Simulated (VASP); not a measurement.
# Sn2PdSe5 (Cmcm) in VASP: notebook

The runs below take Sn2PdSe5 through single point, relaxation of cell and atoms, with PBE.

All numbers are computed with VASP 6.6.1; they aren't measurements. Logs are shortened: lines on timing, memory, paths and dates and some standing lists are left out, and cuts for length are marked.

## (1) The cell of the first run

It takes space group Cmcm (No. 63, orthorhombic). The conventional cell has a = 5.417 Å, b = 13.434 Å, c = 12.478 Å, α = 90.00°, β = 90.00°, γ = 90.00°. Within 3.5 Å of Sn (site symmetry m) lie 6 Se at 2.69 to 2.89 Å. Within 3.3 Å of Pd (site symmetry m2m) lie 6 Se at 2.53 to 2.74 Å. Se (site symmetry m) has 1 Pd at 2.54 Å and 3 Sn at 2.79 to 2.89 Å within 3.3 Å. Within 3.5 Å of Se (site symmetry m) lie 1 Pd at 2.53 Å and 2 Sn at 2.69 to 2.73 Å and 3 Se at 3.22 to 3.44 Å. Within 3.6 Å of Se (site symmetry m2m) lie 2 Pd at 2.74 Å and 2 Sn at 2.82 Å and 4 Se at 3.57 Å.

## (2) Single point, PBE

INCAR

```
ALGO     = Normal         # electronic algorithm
EDIFF    = 1E-7           # SCF threshold, eV
ENCUT    = 520            # plane-wave cutoff, eV
GGA      = PE             # functional
ISIF     = 2              # what is computed and relaxed
ISMEAR   = 0              # smearing method
LASPH    = True           # aspherical terms in the spheres
LCHARG   = False          # write CHGCAR
LREAL    = Auto         
LWAVE    = False          # write WAVECAR
NBANDS   = 82             # bands
NELM     = 60             # most SCF steps
PREC     = Accurate       # precision mode
SIGMA    = 0.15           # smearing width, eV
```

KPOINTS

```
k-points
0
Gamma
  3 3 1
```

POSCAR

```
Sn2PdSe5
1.0
    2.7084123001     -6.7171514324      0.0000000000
    2.7084123001      6.7171514324      0.0000000000
    0.0000000000      0.0000000000     12.4777913069
Sn Pd Se
4 2 10
Direct
    0.1450713585      0.8549286415      0.9300817618
    0.1450713585      0.8549286415      0.5699182382
    0.8549286415      0.1450713585      0.4300817618
    0.8549286415      0.1450713585      0.0699182382
    0.8024826974      0.1975173026      0.7500000000
    0.1975173026      0.8024826974      0.2500000000
    0.6937224921      0.3062775079      0.9162669761
    0.9473379949      0.0526620051      0.8790667573
    0.6937224921      0.3062775079      0.5837330239
    0.9473379949      0.0526620051      0.6209332427
    0.2719798982      0.7280201018      0.7500000000
    0.3062775079      0.6937224921      0.4162669761
    0.0526620051      0.9473379949      0.3790667573
    0.3062775079      0.6937224921      0.0837330239
    0.0526620051      0.9473379949      0.1209332427
    0.7280201018      0.2719798982      0.2500000000
```

Potentials or basis: VASP PAW PBE potentials, release 64 (Sn_d, Pd, Se).

Run with:

```
$ cat potpaw_PBE.64/Sn_d/POTCAR potpaw_PBE.64/Pd/POTCAR potpaw_PBE.64/Se/POTCAR > POTCAR
$ mpirun -np 1 vasp_std > vasp.out
```

OUTCAR:

```text
EDIFF = 1E-7
   ENCUT = 520
   GGA = PE
   ISIF = 2
   ISMEAR = 0
   LASPH = True
   LREAL = Auto
   NELM = 60
   PREC = Accurate

 ion  position               nearest neighbor table
   1  0.145  0.855  0.930-  15 2.69   8 2.73   7 2.79   7 2.79  11 2.82  14 2.89
   2  0.145  0.855  0.570-  13 2.69  10 2.73   9 2.79   9 2.79  11 2.82  12 2.89
   3  0.855  0.145  0.430-  10 2.69  13 2.73  12 2.79  12 2.79  16 2.82   9 2.89
   4  0.855  0.145  0.070-   8 2.69  15 2.73  14 2.79  14 2.79  16 2.82   7 2.89
   5  0.802  0.198  0.750-   8 2.53  10 2.53   9 2.54   7 2.54  11 2.74  11 2.74
   6  0.198  0.802  0.250-  13 2.53  15 2.53  14 2.54  12 2.54  16 2.74  16 2.74
   7  0.694  0.306  0.916-   5 2.54   1 2.79   1 2.79   4 2.89
   8  0.947  0.053  0.879-   5 2.53   4 2.69   1 2.73
   9  0.694  0.306  0.584-   5 2.54   2 2.79   2 2.79   3 2.89
  10  0.947  0.053  0.621-   5 2.53   3 2.69   2 2.73
  11  0.272  0.728  0.750-   5 2.74   5 2.74   2 2.82   1 2.82
  12  0.306  0.694  0.416-   6 2.54   3 2.79   3 2.79   2 2.89
  13  0.053  0.947  0.379-   6 2.53   2 2.69   3 2.73
  14  0.306  0.694  0.084-   6 2.54   4 2.79   4 2.79   1 2.89
  15  0.053  0.947  0.121-   6 2.53   1 2.69   4 2.73
  16  0.728  0.272  0.250-   6 2.74   6 2.74   4 2.82   3 2.82

  LATTYP: Found a base centered orthorhombic cell.
 ALAT       =     5.4168246002
 B/A-ratio  =     2.4801066781
 C/A-ratio  =     2.3035250775

  Lattice vectors:

 A1 = (   2.7084123001,  -6.7171514324,   0.0000000000)
 A2 = (   2.7084123001,   6.7171514324,   0.0000000000)
 A3 = (   0.0000000000,   0.0000000000,  12.4777913069)

Analysis of symmetry for initial positions (statically):
=====================================================================
 Subroutine PRICEL returns:
 Original cell was already a primitive cell.

 Routine SETGRP: Setting up the symmetry group for a
 base centered orthorhombic supercell.

 Subroutine GETGRP returns: Found  8 space group operations
 (whereof  4 operations were pure point group operations)
 out of a pool of  8 trial point group operations.

The static configuration has the point symmetry C_2h.
 The point group associated with its full space group is D_2h.

Analysis of symmetry for dynamics (positions and initial velocities):
=====================================================================
 Subroutine PRICEL returns:
 Original cell was already a primitive cell.

 Routine SETGRP: Setting up the symmetry group for a
 base centered orthorhombic supercell.

 Subroutine GETGRP returns: Found  8 space group operations
 (whereof  4 operations were pure point group operations)
 out of a pool of  8 trial point group operations.

The dynamic configuration has the point symmetry C_2h.
 The point group associated with its full space group is D_2h.

 Subroutine INISYM returns: Found  8 space group operations
 (whereof  4 operations are pure point group operations),
 and found     1 'primitive' translations

----------------------------------------------------------------------------------------

                                     Primitive cell

  volume of cell :     454.0123

  direct lattice vectors                    reciprocal lattice vectors
     2.708412300 -6.717151432  0.000000000     0.184610002 -0.074436315  0.000000000
     2.708412300  6.717151432  0.000000000     0.184610002  0.074436315  0.000000000
     0.000000000  0.000000000 12.477791307     0.000000000  0.000000000  0.080142389

  length of vectors
     7.242625253  7.242625253 12.477791307     0.199051797  0.199051797  0.080142389

  position of ions in fractional coordinates (direct lattice)
     0.145071358  0.854928642  0.930081762
     0.145071358  0.854928642  0.569918238
     0.854928642  0.145071358  0.430081762
     0.854928642  0.145071358  0.069918238
     0.802482697  0.197517303  0.750000000
     0.197517303  0.802482697  0.250000000
[... 8 lines left out ...]
     0.052662005  0.947337995  0.120933243
     0.728020102  0.271979898  0.250000000

  ion indices of the primitive-cell ions
   primitive index   ion index
                 1           1
                 2           2
                 3           3
                 4           4
                 5           5
                 6           6
[... 8 lines left out ...]
                15          15
                16          16

----------------------------------------------------------------------------------------

 KPOINTS: k-points

Automatic generation of k-mesh.
 Grid dimensions read from file:
 generate k-points for:    3    3    1

 Generating k-lattice:

  Cartesian coordinates                     Fractional coordinates (reciprocal lattice)
     0.061536667 -0.024812105  0.000000000     0.333333333  0.000000000  0.000000000
     0.061536667  0.024812105  0.000000000     0.000000000  0.333333333  0.000000000
     0.000000000  0.000000000  0.080142389     0.000000000  0.000000000  1.000000000

  Length of vectors
     0.066350599  0.066350599  0.080142389

  Shift w.r.t. Gamma in fractional coordinates (k-lattice)
     0.000000000  0.000000000  0.000000000

 Subroutine IBZKPT returns following result:
 ===========================================

 Found      4 irreducible k-points:

 Following reciprocal coordinates:
            Coordinates               Weight
  0.000000  0.000000  0.000000      1.000000
  0.333333  0.000000  0.000000      4.000000
  0.333333  0.333333  0.000000      2.000000
 -0.333333  0.333333  0.000000      2.000000
   k-points           NKPTS =      4   k-points in BZ     NKDIM =      4   number of bands    NBANDS=     82
   number of dos      NEDOS =    301   number of ions     NIONS =     16
   total plane-waves  NPLWV = 279936
   dimension x,y,z NGX =    54 NGY =   54 NGZ =   96
   dimension x,y,z NGXF=   108 NGYF=  108 NGZF=  192
   ions per type =               4   2  10
   NGX,Y,Z   is equivalent  to a cutoff of  12.40, 12.40, 12.79 a.u.
   NGXF,Y,Z  is equivalent  to a cutoff of  24.79, 24.79, 25.58 a.u.
 SYSTEM =  unknown system
   PREC   = accura    normal or accurate (medium, high low for compatibility)
   ISTART =      0    job   : 0-new  1-cont  2-samecut
   ICHARG =      2    charge: 1-file 2-atom 10-const
   ISPIN  =      1    spin polarized calculation?
   LNONCOLLINEAR =      F non collinear calculations
   LSORBIT =      F    spin-orbit coupling
   LASPH  =      T    aspherical Exc in radial PAW
   ENCUT  =  520.0 eV  38.22 Ry    6.18 a.u.  13.47 13.47 23.20*2*pi/ulx,y,z
   NELM   =     60;   NELMIN=  2; NELMDL= -5     # of ELM steps
   EDIFF  = 0.1E-06   stopping-criterion for ELM
   LREAL  =      T    real-space projection
   EDIFFG = 0.1E-05   stopping-criterion for IOM
   NSW    =      0    number of steps for IOM
   IBRION =     -1    ionic relax: 0-MD 1-quasi-New 2-CG
   NFREE  =      0    steps in history (QN), initial steepest desc. (CG)
   ISIF   =      2    stress and relaxation
   ISYM   =      2    0-nonsym 1-usesym 2-fastsym
   POTIM  = 0.5000    time-step for ionic-motion
   TEBEG  =    0.0;   TEEND  =   0.0 temperature during run
   PSTRESS=    0.0 pullay stress
   NELECT =     136.0000    total number of electrons
   NUPDOWN=      -1.0000    fix difference up-down
   EMIN   =  10.00;   EMAX   =-10.00  energy-range for DOS
   EFERMI =   0.00;   METHOD = LEGACY
   ISMEAR =     0;   SIGMA  =   0.15  broadening in eV -4-tet -1-fermi 0-gaus
   EFERMI_NEDOS =   21; number of points for ismear=-14 and -15
   IALGO  =     38    algorithm
   IMIX   =      4    mixing-type and parameters
     AMIX     =   0.40;   BMIX     =  1.00
     AMIX_MAG =   1.60;   BMIX_MAG =  1.00
  volume/ion in A,a.u.               =      28.38       191.49
  Fermi-wavevector in a.u.,A,eV,Ry     =   1.095381  2.069970 16.325084  1.199860
  Thomas-Fermi vector in A             =   2.231704
   LORBIT       =      0    0 simple, 1 ext, 2 COOP (PROOUT), +10 PAW based schemes
   GGA     = PE    functional components
   LHFCALC =     F    Hartree Fock is set to
   AEXX    =    0.0000 exact exchange contribution
   IVDW    =     0    specifies the selected vdW correction
   LEPSILON=     F    determine dielectric tensor
   LRPA    =     F    only Hartree local field effects (RPA)
 non-spin polarized calculation
 Gauss-broadening in eV      SIGMA  =   0.15
  energy-cutoff  :      520.00
  volume of cell :      454.01
 maximum number of plane-waves:     12249
 NGX is ok and might be reduce to    54
   NGX = 27   NGY = 27   NGZ = 47

 number of electron     136.0000025 magnetization

 Free energy of the ion-electron system (eV)
  ---------------------------------------------------
  ext. energy  EPLUGINS =         0.00000000
  ---------------------------------------------------
  free energy    TOTEN  =       -64.71818690 eV

  energy without entropy =      -64.64892235  energy(sigma->0) =      -64.68355463

 E-fermi :   3.4621     XC(G=0):  -8.8349

 val. band max:        3.2938833002   @ k =   0.3333   0.0000   0.0000
 cond. band min:       3.4789805400   @ k =   0.3333   0.0000   0.0000
 fundamental gap:      0.1850972397
 Fermi energy:         3.4620978208

 k-point     1 :       0.0000    0.0000    0.0000
  band No.  band energies     occupation
      1     -18.2356      2.00000
      2     -18.2348      2.00000
      3     -18.2289      2.00000
      4     -18.2268      2.00000
      5     -18.2056      2.00000
      6     -18.1994      2.00000
[... 72 lines left out ...]
     79       8.0991      0.00000
     80       8.2114      0.00000

 k-point     2 :       0.3333    0.0000    0.0000
  band No.  band energies     occupation
      1     -18.2297      2.00000
      2     -18.2285      2.00000
      3     -18.2231      2.00000
      4     -18.2220      2.00000
      5     -18.2085      2.00000
      6     -18.2014      2.00000
[... 72 lines left out ...]
     79       6.9867      0.00000
     80       7.5368      0.00000

 k-point     3 :       0.3333    0.3333    0.0000
  band No.  band energies     occupation
      1     -18.2323      2.00000
      2     -18.2310      2.00000
      3     -18.2192      2.00000
      4     -18.2185      2.00000
      5     -18.2109      2.00000
      6     -18.2036      2.00000
[... 72 lines left out ...]
     79       7.2282      0.00000
     80       7.5069      0.00000

 k-point     4 :      -0.3333    0.3333    0.0000
  band No.  band energies     occupation
      1     -18.2399      2.00000
      2     -18.2386      2.00000
      3     -18.2227      2.00000
      4     -18.2211      2.00000
      5     -18.2105      2.00000
      6     -18.2037      2.00000
[... 72 lines left out ...]
     79       7.6424      0.00000
     80       7.6828      0.00000
 [bands above 80 left out]

------------------------ aborting loop because EDIFF is reached ----------------------------------------

  FORCE on cell =-STRESS in cart. coord.  units (eV):
  Direction    XX          YY          ZZ          XY          YZ          ZX
  --------------------------------------------------------------------------------------
  -------------------------------------------------------------------------------------
  Total        1.0526286      0.4556574      0.4432841      0.0000000     -0.0000000      0.0000000
  in kB        3.7146518      1.6079826      1.5643183      0.0000000     -0.0000000      0.0000000
  external PRESSURE =       2.2956509 kB  Pullay stress =       0.0000000 kB

 VOLUME and BASIS-vectors are now :
 -----------------------------------------------------------------------------
  energy-cutoff  :      520.00
  volume of cell :      454.01
      direct lattice vectors                 reciprocal lattice vectors
     2.708412300 -6.717151432  0.000000000     0.184610002 -0.074436315  0.000000000
     2.708412300  6.717151432  0.000000000     0.184610002  0.074436315  0.000000000
     0.000000000  0.000000000 12.477791307     0.000000000  0.000000000  0.080142389

 POSITION                                       TOTAL-FORCE (eV/Angst)
 -----------------------------------------------------------------------------------
      2.70841      4.76822     11.60537         0.000000     -0.000482     -0.038102
      2.70841      4.76822      7.11132         0.000000     -0.000482      0.038102
      2.70841     -4.76822      5.36647         0.000000      0.000482     -0.038102
      2.70841     -4.76822      0.87243         0.000000      0.000482      0.038102
      2.70841     -4.06364      9.35834         0.000000      0.023418      0.000000
      2.70841      4.06364      3.11945         0.000000     -0.023418      0.000000
[... 8 lines left out ...]
      2.70841      6.00967      1.50898         0.000000      0.049044      0.050503
      2.70841     -3.06329      3.11945         0.000000     -0.016291      0.000000
 -----------------------------------------------------------------------------------
    total drift:                               -0.000000     -0.000000      0.000000

  FREE ENERGIE OF THE ION-ELECTRON SYSTEM (eV)
  ---------------------------------------------------
  free  energy   TOTEN  =       -64.7181869014 eV

  energy  without entropy=      -64.6489223511  energy(sigma->0) =      -64.68355463
```

Run time: 3.4 min. Hardware: 1 thread of Intel Xeon 6975P-C (Granite Rapids), shared host; peak memory 0.62 GiB.

Results:

```
Free energy            : -64.7182 eV
Pressure               : 0.2 GPa
Largest force          : 0.070 eV/Å
Band gap on the k mesh : zero (bands 68 and 69 overlap by 0.85 eV)
```

Forces in eV/Å, atoms in the order of the input:
```
Sn   0.000  0.000 -0.038
Sn   0.000  0.000  0.038
Sn   0.000  0.000 -0.038
Sn   0.000  0.000  0.038
Pd   0.000  0.023  0.000
Pd   0.000 -0.023  0.000
Se   0.000  0.011  0.014
Se   0.000 -0.049 -0.051
Se   0.000  0.011 -0.014
Se   0.000 -0.049  0.051
Se   0.000  0.016  0.000
Se   0.000 -0.011  0.014
Se   0.000  0.049 -0.051
Se   0.000 -0.011 -0.014
Se   0.000  0.049  0.051
Se   0.000 -0.016  0.000
```

Caveat: the k points lie up to 0.50 Å⁻¹ apart, too coarse for converged energies and pressures of a metal; spin-orbit coupling is left out, which moves the levels of the heavy elements.

(Part 1 of 2 ends here.)
